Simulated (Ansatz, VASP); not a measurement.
**One calculation of SrO, two programs**

```xyz
2
Lattice="0.0000 2.6311 2.6311 2.6311 0.0000 2.6311 2.6311 2.6311 0.0000" Properties=species:S:1:pos:R:3 pbc="T T T"
Sr    2.6311    2.6311    2.6311
O     0.0000    0.0000    0.0000
```

Alike in both runs: functional r2SCAN; k mesh 10 × 10 × 10; occupations fermi-dirac, width 0.02 eV; no spin polarisation.

Ansatz relaxed the structure, and its values are those at the end. VASP's run is a single point on that final structure, the one shown.

|  | VASP | Ansatz |
| --- | --- | --- |
| version | VASP 6.6.1 | Ansatz 0.2.0 |
| potentials or method | VASP PAW PBE potentials, release 64 (Sr_sv, O), cutoff 520 eV | PAW plane waves |
| valence electrons in the cell | 16 | 16 |

Ansatz gave:

- gap on the k mesh at the Fermi level (eV): 3.81
- pressure (GPa): -4.8

Q: Estimate VASP's values.

A: gap on the k mesh at the Fermi level (eV): 3.77; pressure (GPa): -4.4.

VASP's potentials were made for PBE, not for r2SCAN. Ansatz's warnings: stress scf threshold loose.
